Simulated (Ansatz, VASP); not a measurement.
One calculation of Ta2N, two programs

The input INCAR:

```
SYSTEM = Ta2N
PREC = Accurate
ENCUT = 520
EDIFF = 1E-6
ISMEAR = 0
SIGMA = 0.15
LREAL = .FALSE.
LASPH = .TRUE.
NELM = 80
ALGO = Normal
ISIF = 2
LWAVE = .FALSE.
LCHARG = .FALSE.
GGA = PS
NBANDS = 20
```

Contents of KPOINTS:

```
Automatic mesh
0
G
  18 18 10
  0 0 0
```

File POSCAR:

```
Ta2N
1.0
    3.0786153869      0.0000000000      0.0000000000
   -1.5393076935      2.6661591336      0.0000000000
    0.0000000000      0.0000000000      4.8232571780
Ta N
2 1
Direct
    0.6666666667      0.3333333333      0.7456536061
    0.3333333333      0.6666666667      0.2531427099
    0.0000000000      0.0000000000      0.0155496581
```

Input for Ansatz:

```yaml
crystal:
  lattice:
    - [3.0786153869, 0.0, 0.0]
    - [-1.5393076935, 2.6661591336, 0.0]
    - [0.0, 0.0, 4.823257178]
  atoms:
    - { symbol: Ta, position: [0.6666666667, 0.3333333333, 0.7456536061] }
    - { symbol: Ta, position: [0.3333333333, 0.6666666667, 0.2531427099] }
    - { symbol: "N", position: [0.0, 0.0, 0.0155496581] }
basis:
  ecutwfc: 420
kpoints:
  mp_grid: { grid: [18, 18, 10] }
hamiltonian:
  xc: pbesol
scf:
  occupations: { method: gaussian, width: 0.15 }
output:
  forces: true
  stress: true
  eigenvalues: true
```

Change from the starting cell: mode 9 (572.2 1/cm) frozen in, largest displacement +0.075 Å.

Alike in both runs: task single point; functional PBEsol; k mesh 18 × 18 × 10; occupations gaussian, width 0.15 eV; no spin polarisation.

```csv
,VASP,Ansatz
version,VASP 6.6.1,Ansatz 0.2.0
potentials or method,"VASP PAW PBE potentials, release 64 (Ta_pv, N), cutoff 520 eV","scalar-relativistic, plane waves, PAW"
valence electrons in the cell,27,31
```

VASP gave:

* gap on the k mesh at the Fermi level (eV): none
* pressure (GPa): 1.2
* traceless stress, the component that is largest in VASP (GPa): -0.47
* rms of the force components (eV/Å): 0.518

Problem. What did Ansatz give for the same quantities?

Solution. gap on the k mesh at the Fermi level (eV): none; pressure (GPa): 0.6; traceless stress, the component that is largest in VASP (GPa): -0.41; rms of the force components (eV/Å): 0.512.

VASP's potentials were made for PBE, not for PBEsol. Atom by atom the forces differ by 0.027 eV/Å (rms over components). A gap of «none» marks a metal or a gap that the smearing closes. With one functional, cell and mesh, what is left measures potentials, basis and numerics. VASP's potentials hold 27 valence electrons a cell and Ansatz's 31, so a difference there can come from the potentials and not from the codes.

Spin-orbit coupling is off throughout.
